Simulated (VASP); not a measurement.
# TiO2 (P4_2/nmc) in VASP: relaxation of cell and atoms with r2SCAN

Aim: the relaxation of cell and atoms of TiO2 with r2SCAN.

Everything below comes from runs of VASP 6.6.1. Logs are shortened: lines on timing, memory, paths and dates and some standing lists are left out, and cuts for length are marked.

**1. The cell of the first run**

Symmetry: P4_2/nmc, No. 137, tetragonal system. The conventional cell has a = 3.367 Å, b = 3.367 Å, c = 5.202 Å, α = 90.00°, β = 90.00°, γ = 90.00°. Ti (site symmetry -4m2) has 8 O at 1.88 to 2.43 Å within 2.5 Å. O (site symmetry 2mm) has 4 Ti at 1.88 to 2.43 Å and 6 O at 2.55 to 2.60 Å within 2.7 Å.

**2. Relaxation of cell and atoms, r2SCAN**

The input, POSCAR:

```
TiO2
1.0
    3.3668830835      0.0000000000      0.0000000000
    0.0000000000      3.3668830835      0.0000000000
    0.0000000000      0.0000000000      5.2015368334
Ti O
2 4
Direct
    0.0000000000      0.0000000000      0.0000000000
    0.5000000000      0.5000000000      0.5000000000
    0.0000000000      0.5000000000      0.3371089326
    0.0000000000      0.5000000000      0.8371089326
    0.5000000000      0.0000000000      0.6628910674
    0.5000000000      0.0000000000      0.1628910674
```

The input, INCAR.step1:

```
ALGO = Normal
EDIFF = 1E-4
ENCUT = 600
GGA = PE
ISMEAR = 0
LASPH = True
LCHARG = False
LREAL = False
LWAVE = True
NELM = 60
PREC = Accurate
SIGMA = 0.02
```

The input, INCAR.step2:

```
ALGO = Normal
EDIFF = 1E-7
EDIFFG = -0.01
ENCUT = 600
IBRION = 2
ISIF = 3
ISMEAR = 0
ISTART = 1
LASPH = True
LCHARG = False
LMIXTAU = True
LREAL = False
LWAVE = False
METAGGA = R2SCAN
NELM = 60
NSW = 80
PREC = Accurate
SIGMA = 0.02
```

The input, KPOINTS:

```
k-points
0
Gamma
  8 8 6
```

Potentials or basis: VASP PAW PBE potentials, release 64 (Ti_sv, O).

The run is started by

```bash
$ cat potpaw_PBE.64/Ti_sv/POTCAR potpaw_PBE.64/O/POTCAR > POTCAR
$ cp INCAR.step1 INCAR
$ mpirun -np 1 vasp_std > vasp.out
$ cp INCAR.step2 INCAR
$ mpirun -np 1 vasp_std > vasp.out
```

OUTCAR:

```text
EDIFF = 1E-7
   EDIFFG = -0.01
   ENCUT = 600
   IBRION = 2
   ISIF = 3
   ISMEAR = 0
   ISTART = 1
   LASPH = True
   LREAL = False
   METAGGA = R2SCAN
   NELM = 60
   NSW = 80
   PREC = Accurate

 ion  position               nearest neighbor table
   1  0.000  0.000  0.000-   4 1.88   6 1.88   4 1.88   6 1.88   3 2.43   5 2.43   5 2.43   3 2.43

   2  0.500  0.500  0.500-   3 1.88   5 1.88   5 1.88   3 1.88   4 2.43   6 2.43   6 2.43   4 2.43

   3  0.000  0.500  0.337-   2 1.88   2 1.88   1 2.43   1 2.43
   4  0.000  0.500  0.837-   1 1.88   1 1.88   2 2.43   2 2.43
   5  0.500  0.000  0.663-   2 1.88   2 1.88   1 2.43   1 2.43
   6  0.500  0.000  0.163-   1 1.88   1 1.88   2 2.43   2 2.43

  LATTYP: Found a simple tetragonal cell.
 ALAT       =     3.3668830835
 C/A-ratio  =     1.5449116303

  Lattice vectors:

 A1 = (   3.3668830835,   0.0000000000,   0.0000000000)
 A2 = (   0.0000000000,   3.3668830835,   0.0000000000)
 A3 = (   0.0000000000,   0.0000000000,   5.2015368334)

Analysis of symmetry for initial positions (statically):
=====================================================================
 Subroutine PRICEL returns:
 Original cell was already a primitive cell.

 Routine SETGRP: Setting up the symmetry group for a
 simple tetragonal supercell.

 Subroutine GETGRP returns: Found 16 space group operations
 (whereof  8 operations were pure point group operations)
 out of a pool of 16 trial point group operations.

The static configuration has the point symmetry D_2d.
 The point group associated with its full space group is D_4h.

Analysis of symmetry for dynamics (positions and initial velocities):
=====================================================================
 Subroutine PRICEL returns:
 Original cell was already a primitive cell.

 Routine SETGRP: Setting up the symmetry group for a
 simple tetragonal supercell.

 Subroutine GETGRP returns: Found 16 space group operations
 (whereof  8 operations were pure point group operations)
 out of a pool of 16 trial point group operations.

The dynamic configuration has the point symmetry D_2d.
 The point group associated with its full space group is D_4h.

 Subroutine INISYM returns: Found 16 space group operations
 (whereof  8 operations are pure point group operations),
 and found     1 'primitive' translations

----------------------------------------------------------------------------------------

                                     Primitive cell

  volume of cell :      58.9641

  direct lattice vectors                    reciprocal lattice vectors
     3.366883083  0.000000000  0.000000000     0.297010610  0.000000000  0.000000000
     0.000000000  3.366883083  0.000000000     0.000000000  0.297010610  0.000000000
     0.000000000  0.000000000  5.201536833     0.000000000  0.000000000  0.192250874

  length of vectors
     3.366883083  3.366883083  5.201536833     0.297010610  0.297010610  0.192250874

  position of ions in fractional coordinates (direct lattice)
     0.000000000  0.000000000  0.000000000
     0.500000000  0.500000000  0.500000000
     0.000000000  0.500000000  0.337108933
     0.000000000  0.500000000  0.837108933
     0.500000000  0.000000000  0.662891067
     0.500000000  0.000000000  0.162891067

  ion indices of the primitive-cell ions
   primitive index   ion index
                 1           1
                 2           2
                 3           3
                 4           4
                 5           5
                 6           6

----------------------------------------------------------------------------------------

 KPOINTS: k-points

Automatic generation of k-mesh.
 Grid dimensions read from file:
 generate k-points for:    8    8    6

 Generating k-lattice:

  Cartesian coordinates                     Fractional coordinates (reciprocal lattice)
     0.037126326  0.000000000  0.000000000     0.125000000  0.000000000  0.000000000
     0.000000000  0.037126326  0.000000000     0.000000000  0.125000000  0.000000000
     0.000000000  0.000000000  0.032041812     0.000000000  0.000000000  0.166666667

  Length of vectors
     0.037126326  0.037126326  0.032041812

  Shift w.r.t. Gamma in fractional coordinates (k-lattice)
     0.000000000  0.000000000  0.000000000

 Subroutine IBZKPT returns following result:
 ===========================================

 Found     60 irreducible k-points:

 Following reciprocal coordinates:
            Coordinates               Weight
  0.000000  0.000000  0.000000      1.000000
  0.125000  0.000000  0.000000      4.000000
  0.250000  0.000000  0.000000      4.000000
  0.375000  0.000000  0.000000      4.000000
  0.500000  0.000000  0.000000      2.000000
  0.125000  0.125000  0.000000      4.000000
[... 16 lines left out ...]
  0.375000  0.125000  0.166667     16.000000
  0.500000  0.125000  0.166667      8.000000
 [... further k-points ...]
   k-points           NKPTS =     60   k-points in BZ     NKDIM =     60   number of bands    NBANDS=     28
   number of dos      NEDOS =    301   number of ions     NIONS =      6
   total plane-waves  NPLWV =  32928
   dimension x,y,z NGX =    28 NGY =   28 NGZ =   42
   dimension x,y,z NGXF=    56 NGYF=   56 NGZF=   84
   ions per type =               2   4
   NGX,Y,Z   is equivalent  to a cutoff of  13.83, 13.83, 13.42 a.u.
   NGXF,Y,Z  is equivalent  to a cutoff of  27.65, 27.65, 26.85 a.u.
 SYSTEM =  unknown system
   PREC   = accura    normal or accurate (medium, high low for compatibility)
   ISTART =      1    job   : 0-new  1-cont  2-samecut
   ICHARG =      0    charge: 1-file 2-atom 10-const
   ISPIN  =      1    spin polarized calculation?
   LNONCOLLINEAR =      F non collinear calculations
   LSORBIT =      F    spin-orbit coupling
   LASPH  =      T    aspherical Exc in radial PAW
   ENCUT  =  600.0 eV  44.10 Ry    6.64 a.u.   6.72  6.72 10.39*2*pi/ulx,y,z
   NELM   =     60;   NELMIN=  2; NELMDL=  0     # of ELM steps
   EDIFF  = 0.1E-06   stopping-criterion for ELM
   LREAL  =      F    real-space projection
   EDIFFG = -.1E-01   stopping-criterion for IOM
   NSW    =     80    number of steps for IOM
   IBRION =      2    ionic relax: 0-MD 1-quasi-New 2-CG
   NFREE  =      1    steps in history (QN), initial steepest desc. (CG)
   ISIF   =      3    stress and relaxation
   ISYM   =      2    0-nonsym 1-usesym 2-fastsym
   POTIM  = 0.5000    time-step for ionic-motion
   TEBEG  =    0.0;   TEEND  =   0.0 temperature during run
   PSTRESS=    0.0 pullay stress
   NELECT =      48.0000    total number of electrons
   NUPDOWN=      -1.0000    fix difference up-down
   EMIN   =  10.00;   EMAX   =-10.00  energy-range for DOS
   EFERMI =   0.00;   METHOD = LEGACY
   ISMEAR =     0;   SIGMA  =   0.02  broadening in eV -4-tet -1-fermi 0-gaus
   EFERMI_NEDOS =   21; number of points for ismear=-14 and -15
   IALGO  =     38    algorithm
   IMIX   =      4    mixing-type and parameters
     AMIX     =   0.40;   BMIX     =  1.00
     AMIX_MAG =   1.60;   BMIX_MAG =  1.00
  volume/ion in A,a.u.               =       9.83        66.32
  Fermi-wavevector in a.u.,A,eV,Ry     =   1.528596  2.888627 31.791442  2.336605
  Thomas-Fermi vector in A             =   2.636333
   LORBIT       =      0    0 simple, 1 ext, 2 COOP (PROOUT), +10 PAW based schemes
   METAGGA = R2SCAN    functional components
   LHFCALC =     F    Hartree Fock is set to
   AEXX    =    0.0000 exact exchange contribution
   IVDW    =     0    specifies the selected vdW correction
   LEPSILON=     F    determine dielectric tensor
   LRPA    =     F    only Hartree local field effects (RPA)
 conjugate gradient relaxation of ions
 non-spin polarized calculation
 Gauss-broadening in eV      SIGMA  =   0.02
  energy-cutoff  :      600.00
  volume of cell :       58.96
 maximum number of plane-waves:      2024
 NGX is ok and might be reduce to    28
   NGX = 13   NGY = 13   NGZ = 21

--------------------------------------- Ionic step        1  -------------------------------------------

 number of electron      48.0000011 magnetization

 Free energy of the ion-electron system (eV)
  ---------------------------------------------------
  ext. energy  EPLUGINS =         0.00000000
  ---------------------------------------------------
  free energy    TOTEN  =       -69.10715300 eV

  energy without entropy =      -69.10715300  energy(sigma->0) =      -69.10715300

------------------------ aborting loop because EDIFF is reached ----------------------------------------

  FORCE on cell =-STRESS in cart. coord.  units (eV):
  Direction    XX          YY          ZZ          XY          YZ          ZX
  --------------------------------------------------------------------------------------
  -------------------------------------------------------------------------------------
  Total        0.6190892      0.6190892      0.2229358      0.0000000      0.0000000      0.0000000
  in kB       16.8219396     16.8219396      6.0576276      0.0000000      0.0000000      0.0000000
  external PRESSURE =      13.2338356 kB  Pullay stress =       0.0000000 kB

 VOLUME and BASIS-vectors are now :
 -----------------------------------------------------------------------------
  energy-cutoff  :      600.00
  volume of cell :       58.96
      direct lattice vectors                 reciprocal lattice vectors
     3.366883083  0.000000000  0.000000000     0.297010610  0.000000000  0.000000000
     0.000000000  3.366883083  0.000000000     0.000000000  0.297010610  0.000000000
     0.000000000  0.000000000  5.201536833     0.000000000  0.000000000  0.192250874
[... 201 lines left out ...]
 POSITION                                       TOTAL-FORCE (eV/Angst)
 -----------------------------------------------------------------------------------
      0.00000      0.00000      0.00000         0.000000     -0.000000     -0.000000
      1.68749      1.68749      2.58718        -0.000000      0.000000     -0.000000
     -0.00000      1.68749      1.73245         0.000000     -0.000000     -0.009704
     -0.00000      1.68749      4.31963         0.000000      0.000000     -0.009704
      1.68749      3.37497      3.44192        -0.000000      0.000000      0.009704
      1.68749      0.00000      0.85474        -0.000000      0.000000      0.009704
 -----------------------------------------------------------------------------------
    total drift:                                0.000000      0.000000      0.000000

  FREE ENERGIE OF THE ION-ELECTRON SYSTEM (eV)
  ---------------------------------------------------
  free  energy   TOTEN  =       -69.1102438845 eV

  energy  without entropy=      -69.1102438845  energy(sigma->0) =      -69.11024388

--------------------------------------- Ionic step        7  -------------------------------------------

 number of electron      47.9999991 magnetization

 Free energy of the ion-electron system (eV)
  ---------------------------------------------------
  ext. energy  EPLUGINS =         0.00000000
  ---------------------------------------------------
  free energy    TOTEN  =       -69.11027794 eV

  energy without entropy =      -69.11027794  energy(sigma->0) =      -69.11027794

 E-fermi :   5.3612     XC(G=0): -12.5823

 val. band max:        5.0897983845   @ k =   0.0000   0.0000   0.5000
 cond. band min:       7.9809822283   @ k =   0.0000   0.0000   0.0000
 fundamental gap:      2.8911838438
 Fermi energy:         5.3612070800

 k-point     1 :       0.0000    0.0000    0.0000
  band No.  band energies     occupation
      1     -53.6170      2.00000
      2     -53.5994      2.00000
      3     -28.9566      2.00000
      4     -28.7775      2.00000
      5     -28.7331      2.00000
      6     -28.7331      2.00000
[... 20 lines left out ...]
     27       8.8240      0.00000
[... 691 lines left out ...]
      6     -28.8260      2.00000
[... 20 lines left out ...]
     27       9.0346      0.00000
     28       9.0346      0.00000

 [... further k-points ...]
[... 5 lines left out ...]
  --------------------------------------------------------------------------------------
  -------------------------------------------------------------------------------------
  Total       -0.0292136     -0.0292136     -0.0467128      0.0000000      0.0000000      0.0000000
  in kB       -0.7939157     -0.7939157     -1.2694785      0.0000000      0.0000000      0.0000000
  external PRESSURE =      -0.9524367 kB  Pullay stress =       0.0000000 kB

 VOLUME and BASIS-vectors are now :
 -----------------------------------------------------------------------------
  energy-cutoff  :      600.00
  volume of cell :       58.96
      direct lattice vectors                 reciprocal lattice vectors
     3.374448907  0.000000000  0.000000000     0.296344685  0.000000000  0.000000000
     0.000000000  3.374448907  0.000000000     0.000000000  0.296344685  0.000000000
    -0.000000000  0.000000000  5.177439493    -0.000000000  0.000000000  0.193145666

 POSITION                                       TOTAL-FORCE (eV/Angst)
 -----------------------------------------------------------------------------------
     -0.00000      3.37445      5.17744        -0.000000     -0.000000     -0.000000
      1.68722      1.68722      2.58872        -0.000000     -0.000000     -0.000000
      3.37445      1.68722      1.73229        -0.000000      0.000000      0.006977
      3.37445      1.68722      4.32101        -0.000000     -0.000000      0.006977
      1.68722      0.00000      3.44514         0.000000      0.000000     -0.006977
      1.68722      0.00000      0.85642         0.000000     -0.000000     -0.006977
 -----------------------------------------------------------------------------------
    total drift:                                0.000000     -0.000000      0.000000

  FREE ENERGIE OF THE ION-ELECTRON SYSTEM (eV)
  ---------------------------------------------------
  free  energy   TOTEN  =       -69.1102779377 eV

  energy  without entropy=      -69.1102779377  energy(sigma->0) =      -69.11027794

 reached required accuracy - stopping structural energy minimisation
```

It took 28 min on 1 thread of Intel Xeon 8259CL, shared host; peak memory 0.27 GiB.

What came out:

| Item | Value |
| --- | --- |
| Free energy | -69.1103 eV |
| Relaxed volume | 9.83 Å³/atom |
| Relaxed cell | a = 3.374 Å, b = 3.374 Å, c = 5.177 Å, α = 90.00°, β = 90.00°, γ = 90.00° |
| Space group after relaxing (to 0.1 Å) | P4_2/nmc (No. 137) |
| Energy gained by relaxing | 0.5 meV/atom |
| Ionic steps | 7 |
| Pressure after relaxing | -0.1 GPa |
| Largest force after relaxing | 0.007 eV/Å |
| Band gap on the k mesh | 2.89 eV (least direct gap 2.93 eV) |

Forces on the atoms (eV/Å):
```
Ti   0.000  0.000  0.000
Ti   0.000  0.000  0.000
O    0.000  0.000  0.007
O    0.000  0.000  0.007
O    0.000  0.000 -0.007
O    0.000  0.000 -0.007
```

Step by step:
```
step  energy change (eV)  largest force (eV/Å)  pressure (GPa)  volume (Å³)
   1              0.0000                0.0933            1.32        58.96
   2              0.0011                0.0274           -2.17        59.66
   3             -0.0018                0.0398           -0.23        59.27
   4             -0.0023                0.0336           -0.18        59.20
   5             -0.0031                0.0157           -0.02        59.00
   6             -0.0031                0.0097            0.04        58.94
   7             -0.0031                0.0070           -0.10        58.96
```

Final structure:
```
CELL_PARAMETERS angstrom
3.37445 0.00000 0.00000
0.00000 3.37445 0.00000
0.00000 0.00000 5.17744
ATOMIC_POSITIONS crystal
Ti 0.00000 0.00000 0.00000
Ti 0.50000 0.50000 0.50000
O 0.00000 0.50000 0.33459
O 0.00000 0.50000 0.83459
O 0.50000 0.00000 0.66541
O 0.50000 0.00000 0.16541
```

Caveat: the PAW data sets were made with another functional, which shifts forces and pressure a little. A k mesh can miss the band edges.
